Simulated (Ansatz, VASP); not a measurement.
## Ga in VASP and in Ansatz

```
Ga
1.0
     4.41018    0.00000    0.00000
    -2.20509    3.81933    0.00000
     0.00000    0.00000    2.87007
Ga
3
Direct
  0.00000 0.00000 0.00000
  0.33333 0.66667 0.50000
  0.66667 0.33333 0.50000
```

Alike in both runs: task single point; functional r2SCAN; k mesh 9 × 9 × 12; occupations fermi-dirac, width 0.1 eV; no spin polarisation.

```csv
,VASP,Ansatz
version,VASP 6.6.1,Ansatz 0.2.0
potentials or method,"VASP PAW PBE potentials, release 64 (Ga_d), cutoff 520 eV","plane waves (500 eV) with PAW, scalar-relativistic"
valence electrons in the cell,39,39
```

Ansatz gave:

* pressure (GPa): 9.9
* traceless stress, the component that is largest in VASP (GPa): -1.19

Question: Estimate VASP's values.

Answer: Pressure (GPa): 10.0; traceless stress, the component that is largest in VASP (GPa): -1.23.

VASP's potentials were made for PBE, not for r2SCAN. With one functional, cell and mesh, what is left measures potentials, basis and numerics.
